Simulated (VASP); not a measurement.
# NaI (R-3m) in VASP: single point with PBE

Aim: the single point of NaI with PBE.

All numbers are computed with VASP 6.6.1; they aren't measurements. Logs are shortened: lines on timing, memory, paths and dates and some standing lists are left out, and cuts for length are marked.

## 1. The cell of the first run

The structure is trigonal, space group R-3m (No. 166). The conventional cell has a = 4.785 Å, b = 4.785 Å, c = 10.762 Å, α = 90.00°, β = 90.00°, γ = 120.00°. Na (site symmetry -3m) has 6 I at 3.29 Å within 4.3 Å. I (site symmetry -3m) has 6 Na at 3.29 Å within 4.3 Å.

## 2. Single point, PBE (epitaxial 111 strain +4.8%)

File INCAR:

```
SYSTEM = NaI
PREC = Accurate
ENCUT = 520
EDIFF = 1E-7
ISMEAR = -1
SIGMA = 0.02
LREAL = .FALSE.
LASPH = .TRUE.
NELM = 60
ALGO = Normal
ISIF = 2
LWAVE = .FALSE.
LCHARG = .TRUE.
GGA = PE
LELF = .TRUE.
LVHAR = .TRUE.
NBANDS = 14
```

File KPOINTS:

```
Automatic mesh
0
G
  8 8 8
  0 0 0
```

File POSCAR:

```
NaI
1.0
   -0.1844816381      3.1989736156      3.1989736156
    3.1989736156     -0.1844816381      3.1989736156
    3.1989736156      3.1989736156     -0.1844816381
Na I
1 1
Direct
    0.0000000000      0.0000000000      0.0000000000
    0.5000000000      0.5000000000      0.5000000000
```

Potentials or basis: VASP PAW PBE potentials, release 64 (Na_pv, I).

The run is started by

```console
> cat potpaw_PBE.64/Na_pv/POTCAR potpaw_PBE.64/I/POTCAR > POTCAR
> mpirun -np 1 vasp_std > vasp.out
```

OUTCAR:

```text
SYSTEM = NaI
   PREC = Accurate
   ENCUT = 520
   EDIFF = 1E-7
   ISMEAR = -1
   LREAL = .FALSE.
   LASPH = .TRUE.
   NELM = 60
   ISIF = 2
   GGA = PE

 ion  position               nearest neighbor table
   1  0.000  0.000  0.000-
   2  0.500  0.500  0.500-

  LATTYP: Found a trigonal (rhomboedric) cell.
 ALAT       =     4.5277917202
 COS(alpha) =     0.4415966788

  Lattice vectors:

 A1 = (  -0.1844816381,   3.1989736156,   3.1989736156)
 A2 = (   3.1989736156,  -0.1844816381,   3.1989736156)
 A3 = (   3.1989736156,   3.1989736156,  -0.1844816381)

Analysis of symmetry for initial positions (statically):
=====================================================================
 Subroutine PRICEL returns:
 Original cell was already a primitive cell.

 Routine SETGRP: Setting up the symmetry group for a
 trigonal (rhombohedral) supercell.

 Subroutine GETGRP returns: Found 12 space group operations
 (whereof 12 operations were pure point group operations)
 out of a pool of 12 trial point group operations.

The static configuration has the point symmetry D_3d.

Analysis of symmetry for dynamics (positions and initial velocities):
=====================================================================
 Subroutine PRICEL returns:
 Original cell was already a primitive cell.

 Routine SETGRP: Setting up the symmetry group for a
 trigonal (rhombohedral) supercell.

 Subroutine GETGRP returns: Found 12 space group operations
 (whereof 12 operations were pure point group operations)
 out of a pool of 12 trial point group operations.

The dynamic configuration has the point symmetry D_3d.

 Subroutine INISYM returns: Found 12 space group operations
 (whereof 12 operations are pure point group operations),
 and found     1 'primitive' translations

----------------------------------------------------------------------------------------

                                     Primitive cell

  volume of cell :      71.1303

  direct lattice vectors                    reciprocal lattice vectors
    -0.184481638  3.198973616  3.198973616    -0.143390308  0.152165544  0.152165544
     3.198973616 -0.184481638  3.198973616     0.152165544 -0.143390308  0.152165544
     3.198973616  3.198973616 -0.184481638     0.152165544  0.152165544 -0.143390308

  length of vectors
     4.527791720  4.527791720  4.527791720     0.258591349  0.258591349  0.258591349

  position of ions in fractional coordinates (direct lattice)
     0.000000000  0.000000000  0.000000000
     0.500000000  0.500000000  0.500000000

  ion indices of the primitive-cell ions
   primitive index   ion index
                 1           1
                 2           2

----------------------------------------------------------------------------------------

 KPOINTS: Automatic mesh

Automatic generation of k-mesh.
 Grid dimensions read from file:
 generate k-points for:    8    8    8

 Generating k-lattice:

  Cartesian coordinates                     Fractional coordinates (reciprocal lattice)
    -0.017923788  0.019020693  0.019020693     0.125000000  0.000000000 -0.000000000
     0.019020693 -0.017923788  0.019020693     0.000000000  0.125000000 -0.000000000
     0.019020693  0.019020693 -0.017923788     0.000000000  0.000000000  0.125000000

  Length of vectors
     0.032323919  0.032323919  0.032323919

  Shift w.r.t. Gamma in fractional coordinates (k-lattice)
     0.000000000  0.000000000  0.000000000

 Subroutine IBZKPT returns following result:
 ===========================================

 Found     65 irreducible k-points:

 Following reciprocal coordinates:
            Coordinates               Weight
  0.000000  0.000000  0.000000      1.000000
  0.125000  0.000000 -0.000000      6.000000
  0.250000  0.000000 -0.000000      6.000000
  0.375000 -0.000000 -0.000000      6.000000
  0.500000  0.000000 -0.000000      3.000000
  0.125000  0.125000 -0.000000      6.000000
[... 16 lines left out ...]
  0.250000  0.125000  0.125000      6.000000
  0.375000  0.125000  0.125000      6.000000
 [... further k-points ...]
   k-points           NKPTS =     65   k-points in BZ     NKDIM =     65   number of bands    NBANDS=     14
   number of dos      NEDOS =    301   number of ions     NIONS =      2
   total plane-waves  NPLWV =  46656
   dimension x,y,z NGX =    36 NGY =   36 NGZ =   36
   dimension x,y,z NGXF=    72 NGYF=   72 NGZF=   72
   ions per type =               1   1
   NGX,Y,Z   is equivalent  to a cutoff of  13.22, 13.22, 13.22 a.u.
   NGXF,Y,Z  is equivalent  to a cutoff of  26.44, 26.44, 26.44 a.u.
 SYSTEM =  NaI
   PREC   = accura    normal or accurate (medium, high low for compatibility)
   ISTART =      0    job   : 0-new  1-cont  2-samecut
   ICHARG =      2    charge: 1-file 2-atom 10-const
   ISPIN  =      1    spin polarized calculation?
   LNONCOLLINEAR =      F non collinear calculations
   LSORBIT =      F    spin-orbit coupling
   LASPH  =      T    aspherical Exc in radial PAW
   ENCUT  =  520.0 eV  38.22 Ry    6.18 a.u.   8.42  8.42  8.42*2*pi/ulx,y,z
   NELM   =     60;   NELMIN=  2; NELMDL= -5     # of ELM steps
   EDIFF  = 0.1E-06   stopping-criterion for ELM
   LREAL  =      F    real-space projection
   EDIFFG = 0.1E-05   stopping-criterion for IOM
   NSW    =      0    number of steps for IOM
   IBRION =     -1    ionic relax: 0-MD 1-quasi-New 2-CG
   NFREE  =      0    steps in history (QN), initial steepest desc. (CG)
   ISIF   =      2    stress and relaxation
   ISYM   =      2    0-nonsym 1-usesym 2-fastsym
   POTIM  = 0.5000    time-step for ionic-motion
   TEBEG  =    0.0;   TEEND  =   0.0 temperature during run
   PSTRESS=    0.0 pullay stress
   NELECT =      14.0000    total number of electrons
   NUPDOWN=      -1.0000    fix difference up-down
   EMIN   =  10.00;   EMAX   =-10.00  energy-range for DOS
   EFERMI =   0.00;   METHOD = LEGACY
   ISMEAR =    -1;   SIGMA  =   0.02  broadening in eV -4-tet -1-fermi 0-gaus
   EFERMI_NEDOS =   21; number of points for ismear=-14 and -15
   IALGO  =     38    algorithm
   IMIX   =      4    mixing-type and parameters
     AMIX     =   0.40;   BMIX     =  1.00
     AMIX_MAG =   1.60;   BMIX_MAG =  1.00
  volume/ion in A,a.u.               =      35.57       240.01
  Fermi-wavevector in a.u.,A,eV,Ry     =   0.952283  1.799553 12.338340  0.906842
  Thomas-Fermi vector in A             =   2.080831
   LORBIT       =      0    0 simple, 1 ext, 2 COOP (PROOUT), +10 PAW based schemes
   GGA     = PE    functional components
   LHFCALC =     F    Hartree Fock is set to
   AEXX    =    0.0000 exact exchange contribution
   IVDW    =     0    specifies the selected vdW correction
   LEPSILON=     F    determine dielectric tensor
   LRPA    =     F    only Hartree local field effects (RPA)
 non-spin polarized calculation
  energy-cutoff  :      520.00
  volume of cell :       71.13
 maximum number of plane-waves:      1936
 NGX is ok and might be reduce to    36
   NGX = 17   NGY = 17   NGZ = 17

 number of electron      14.0000008 magnetization

 Free energy of the ion-electron system (eV)
  ---------------------------------------------------
  ext. energy  EPLUGINS =         0.00000000
  ---------------------------------------------------
  free energy    TOTEN  =        -5.37244291 eV

  energy without entropy =       -5.37244291  energy(sigma->0) =       -5.37244291

 E-fermi :   1.0903     XC(G=0):  -7.5139

 val. band max:        0.7054580161   @ k =   0.0000   0.0000   0.0000
 cond. band min:       3.9764786527   @ k =   0.0000   0.0000   0.0000
 fundamental gap:      3.2710206366
 Fermi energy:         1.0903339603

 k-point     1 :       0.0000    0.0000    0.0000
  band No.  band energies     occupation
      1     -22.0357      2.00000
      2     -22.0274      2.00000
      3     -22.0274      2.00000
      4     -10.4073      2.00000
      5       0.3969      2.00000
      6       0.3969      2.00000
      7       0.7055      2.00000
      8       3.9765      0.00000
      9       8.1170      0.00000
     10       8.1170      0.00000
     11       9.1165      0.00000
     12      10.2022      0.00000
     13      10.2022      0.00000
     14      10.8512      0.00000

 k-point     2 :       0.1250    0.0000   -0.0000
  band No.  band energies     occupation
      1     -22.0358      2.00000
      2     -22.0278      2.00000
      3     -22.0274      2.00000
      4     -10.3720      2.00000
      5       0.0082      2.00000
      6       0.3703      2.00000
      7       0.6342      2.00000
      8       4.4643      0.00000
      9       7.9065      0.00000
     10       8.2532      0.00000
     11       9.1341      0.00000
     12       9.6947      0.00000
     13       9.9039      0.00000
     14      11.3533      0.00000

 k-point     3 :       0.2500    0.0000   -0.0000
  band No.  band energies     occupation
      1     -22.0363      2.00000
      2     -22.0289      2.00000
      3     -22.0274      2.00000
      4     -10.2841      2.00000
      5      -0.7410      2.00000
      6       0.3086      2.00000
      7       0.5292      2.00000
      8       5.2673      0.00000
      9       7.7974      0.00000
     10       8.2340      0.00000
     11       8.8491      0.00000
     12       9.6751      0.00000
     13      10.3697      0.00000
     14      10.8584      0.00000

 k-point     4 :       0.3750   -0.0000   -0.0000
  band No.  band energies     occupation
      1     -22.0369      2.00000
      2     -22.0299      2.00000
      3     -22.0274      2.00000
      4     -10.1919      2.00000
      5      -1.3323      2.00000
      6       0.2500      2.00000
      7       0.4381      2.00000
      8       5.5943      0.00000
      9       7.9053      0.00000
     10       8.3430      0.00000
     11       8.4888      0.00000
     12      10.5610      0.00000
     13      10.6673      0.00000
     14      11.6273      0.00000

 k-point     5 :       0.5000    0.0000   -0.0000
  band No.  band energies     occupation
      1     -22.0371      2.00000
      2     -22.0303      2.00000
      3     -22.0274      2.00000
      4     -10.1523      2.00000
      5      -1.5503      2.00000
      6       0.2265      2.00000
      7       0.4024      2.00000
      8       5.6212      0.00000
      9       7.7639      0.00000
     10       8.3544      0.00000
     11       8.7370      0.00000
[... 276 lines left out ...]
 k-point    22 :       0.1250    0.1250    0.1250
  band No.  band energies     occupation
      1     -22.0364      2.00000
      2     -22.0275      2.00000
      3     -22.0275      2.00000
      4     -10.3612      2.00000
      5       0.2446      2.00000
      6       0.3426      2.00000
      7       0.3426      2.00000
      8       4.4945      0.00000
      9       8.3049      0.00000
     10       8.3049      0.00000
     11       8.4613      0.00000
     12       9.5896      0.00000
     13       9.5896      0.00000
     14      11.1890      0.00000

 k-point    23 :       0.2500    0.1250    0.1250
  band No.  band energies     occupation
      1     -22.0369      2.00000
      2     -22.0281      2.00000
      3     -22.0274      2.00000
      4     -10.3031      2.00000
      5      -0.3398      2.00000
      6       0.3027      2.00000
      7       0.3507      2.00000
      8       5.0891      0.00000
      9       7.7323      0.00000
     10       8.5392      0.00000
     11       8.5833      0.00000
     12       8.7723      0.00000
     13      10.2791      0.00000
     14      11.7948      0.00000

 k-point    24 :       0.3750    0.1250    0.1250
  band No.  band energies     occupation
      1     -22.0374      2.00000
      2     -22.0291      2.00000
      3     -22.0274      2.00000
      4     -10.2135      2.00000
      5      -0.9857      2.00000
      6       0.1979      2.00000
      7       0.2889      2.00000
      8       5.8378      0.00000
      9       7.5434      0.00000
     10       8.1130      0.00000
     11       8.2321      0.00000
     12       9.2670      0.00000
     13      11.7266      0.00000
     14      11.8093      0.00000

 [... further k-points ...]
[... 5 lines left out ...]
  --------------------------------------------------------------------------------------
  -------------------------------------------------------------------------------------
  Total       -0.1414880     -0.1414880     -0.1414880      0.1547007      0.1547007      0.1547007
  in kB       -3.1869507     -3.1869507     -3.1869507      3.4845604      3.4845604      3.4845604
  external PRESSURE =      -3.1869507 kB  Pullay stress =       0.0000000 kB

 VOLUME and BASIS-vectors are now :
 -----------------------------------------------------------------------------
  energy-cutoff  :      520.00
  volume of cell :       71.13
      direct lattice vectors                 reciprocal lattice vectors
    -0.184481638  3.198973616  3.198973616    -0.143390308  0.152165544  0.152165544
     3.198973616 -0.184481638  3.198973616     0.152165544 -0.143390308  0.152165544
     3.198973616  3.198973616 -0.184481638     0.152165544  0.152165544 -0.143390308

 POSITION                                       TOTAL-FORCE (eV/Angst)
 -----------------------------------------------------------------------------------
      0.00000      0.00000      0.00000        -0.000000      0.000000     -0.000000
      3.10673      3.10673      3.10673         0.000000     -0.000000      0.000000
 -----------------------------------------------------------------------------------
    total drift:                                0.000000      0.000000      0.000000

  FREE ENERGIE OF THE ION-ELECTRON SYSTEM (eV)
  ---------------------------------------------------
  free  energy   TOTEN  =        -5.3724429101 eV

  energy  without entropy=       -5.3724429101  energy(sigma->0) =       -5.37244291
```

Wall time 53 s (1 thread of Intel Xeon Platinum 8259CL at 2.50GHz (Skylake/Cascade Lake), shared host); peak memory 0.24 GiB.

What came out:

| Quantity | Value |
| --- | --- |
| Free energy | -5.3724 eV |
| Pressure | -0.3 GPa |
| Band gap on the k mesh | 3.27 eV |

Caveat: the cell differs from its parent crystal (epitaxial 111 strain +4.8%); spin-orbit coupling is left out, which moves the levels of the heavy elements. A k mesh can miss the band edges.
